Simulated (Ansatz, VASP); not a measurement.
# ZrC in VASP and in Ansatz

File POSCAR:

```
ZrC
1.0
    0.0000000000      2.3561044200      2.3561044200
    2.3561044200      0.0000000000      2.3561044200
    2.3561044200      2.3561044200      0.0000000000
Zr C
1 1
Direct
    0.5000000000      0.5000000000      0.5000000000
    0.0000000000      0.0000000000      0.0000000000
```

The input INCAR.step1:

```
PREC = Accurate ; ENCUT = 520
ISMEAR = -1 ; SIGMA = 0.1
LREAL = F ; LASPH = T
NELM = 60 ; NBANDS = 15
GGA = PE ; ALGO = Normal
EDIFF = 1E-4 ; LWAVE = T
LCHARG = F
```

The input INCAR.step2:

```
PREC = Accurate ; ENCUT = 520
EDIFF = 1E-6 ; ISMEAR = -1
SIGMA = 0.1 ; LREAL = F
LASPH = T ; NELM = 60
ALGO = Normal ; ISIF = 2
LWAVE = F ; LCHARG = T
METAGGA = R2SCAN ; LMIXTAU = T
LELF = T ; LVHAR = T
NBANDS = 15 ; ISTART = 1
```

The input KPOINTS:

```
Automatic mesh
0
Gamma
  12 12 12
```

Input for Ansatz:

```yaml
crystal:
  lattice:
    - [0.0, 2.35610442, 2.35610442]
    - [2.35610442, 0.0, 2.35610442]
    - [2.35610442, 2.35610442, 0.0]
  atoms:
    - { symbol: Zr, position: [0.5, 0.5, 0.5] }
    - { symbol: C, position: [0.0, 0.0, 0.0] }
  symmetry: { tolerance: 0.0003 }
hamiltonian:
  xc: r2scan
  pseudopotentials: { kind: paw, azcp: { folder: soft_1 } }
basis:
  ecutwfc: 500
magnetization:
  spin_polarized: false
scf:
  occupations: { method: fermi_dirac, width: 0.1 }
kpoints:
  mp_grid: { grid: [12, 12, 12], shift: [0, 0, 0] }
  band_path:
    path:
      - [0.0, 0.0, 0.0]
      - [0.5, 0.0, 0.5]
      - [0.625, 0.25, 0.625]
      - [0.375, 0.375, 0.75]
      - [0.0, 0.0, 0.0]
      - [0.5, 0.5, 0.5]
      - [0.5, 0.25, 0.75]
      - [0.5, 0.0, 0.5]
    npoints: 15
output:
  forces: true
  stress: true
  eigenvalues: true
  bader: true
  populations: true
  elf: true
  write_potential: true
  write_density: true
  volumetric_format: npy
  dos:
    e_range: [-12, 8]
    de: 0.05
    projected: { site_lists: { C: [C], Zr: [Zr] } }
```

Alike in both runs: task single point; functional r2SCAN; k mesh 12 × 12 × 12; occupations fermi-dirac, width 0.1 eV; no spin polarisation.

|  | VASP | Ansatz |
| --- | --- | --- |
| version | VASP 6.6.1 | Ansatz 0.2.0 |
| potentials or method | VASP PAW PBE potentials, release 64 (Zr_sv, C), cutoff 520 eV | PAW plane waves |
| valence electrons in the cell | 16 | 16 |

```csv
,VASP,Ansatz,Ansatz less VASP
pressure (GPa),0.1,-0.1,-0.20
```

VASP's potentials were made for PBE, not for r2SCAN. With one functional, cell and mesh, what is left measures potentials, basis and numerics.
